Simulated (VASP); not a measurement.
Input of a VASP 6.6.1 run:

Contents of INCAR:

```
ALGO     = Normal         # electronic algorithm
EDIFF    = 1E-6           # SCF threshold, eV
ENCUT    = 520            # plane-wave cutoff, eV
ISIF     = 2              # what is computed and relaxed
ISMEAR   = -1             # smearing method
LASPH    = True           # aspherical terms in the spheres
LCHARG   = True           # write CHGCAR
LELF     = True           # ELF
LREAL    = False          # projectors in reciprocal space
LVHAR    = True         
LWAVE    = False          # write WAVECAR
NBANDS   = 17             # bands
NELM     = 100            # most SCF steps
PREC     = Accurate       # precision mode
SIGMA    = 0.1            # smearing width, eV
```

KPOINTS

```
k-points
0
Gamma
  19 19 11
```

The input POSCAR:

```
Hf
1.0
    3.1183974891      0.0000000000      0.0000000000
   -1.5591987445      2.7006114446      0.0000000000
    0.0000000000      0.0000000000      4.9475473504
Hf
2
Direct
    0.3333333333      0.6666666667      0.2500000000
    0.6666666667      0.3333333333      0.7500000000
```

Potentials or basis: VASP PAW LDA potentials, release 64 (Hf_pv).

Command:

```sh
$ cat potpaw_LDA.64/Hf_pv/POTCAR > POTCAR
$ mpirun -np 1 vasp_std > vasp.out
```

Predict the band gap on the k mesh.

zero (bands 10 and 11 overlap by 1.52 eV).

Predict the pressure.

0.1 GPa.

Caveat: spin-orbit coupling is left out, which moves the levels of the heavy elements.
